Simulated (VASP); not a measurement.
Wanted: the native input for a VASP 6.6.1 run.

```
Task                   : single point
Functional             : LDA
Potentials or basis    : VASP PAW LDA potentials, release 64 (C)
Cutoff                 : 520 eV
k mesh                 : 14 × 14 × 14
Occupations            : methfessel-paxton, width 0.0852 eV
Spin                   : no spin polarisation
Dipole correction      : no
Further INCAR settings : ALGO = Normal; EDIFF = 1e-06; NBANDS = 11
```

The structure of C lies in POSCAR:

```
C
1.0
    1.2177099323      0.7030417351      3.3188825357
   -1.2177099323      0.7030417351      3.3188825357
    0.0000000000     -1.4060933862      3.3188825357
C
2
Direct
    0.8360000000      0.8360000000      0.8360000000
    0.1640000000      0.1640000000      0.1640000000
```

One way to write it, as run:

INCAR

```
SYSTEM = C
ALGO     = Normal         ! electronic algorithm
EDIFF    = 1E-6           ! SCF threshold, eV
ENCUT    = 520            ! plane-wave cutoff, eV
GGA      = CA             ! functional
ISIF     = 2              ! what is computed and relaxed
ISMEAR   = 1              ! smearing method
LASPH    = .True.         ! aspherical terms in the spheres
LCHARG   = .False.        ! write CHGCAR
LREAL    = .False.        ! projectors in reciprocal space
LWAVE    = .False.        ! write WAVECAR
NBANDS   = 11             ! bands
NELM     = 80             ! most SCF steps
PREC     = Accurate       ! precision mode
SIGMA    = 0.0852         ! smearing width, eV
```

KPOINTS

```
k-points
0
Gamma
  14 14 14
  0 0 0
```

Potentials or basis: VASP PAW LDA potentials, release 64 (C).

The run is started by

```sh
$ cat potpaw_LDA.64/C/POTCAR > POTCAR
$ mpirun -np 1 vasp_std > vasp.out
```

Results of the run:

| Item | Value |
| --- | --- |
| Pressure | 4.1 GPa |
| Largest force | 0.892 eV/Å |
| Band gap on the k mesh | 0.54 eV, direct |

Run time: 29 s on 1 thread of Intel(R) Xeon(R) 6975P-C (Granite Rapids), on a shared host, peak memory 0.15 GiB.
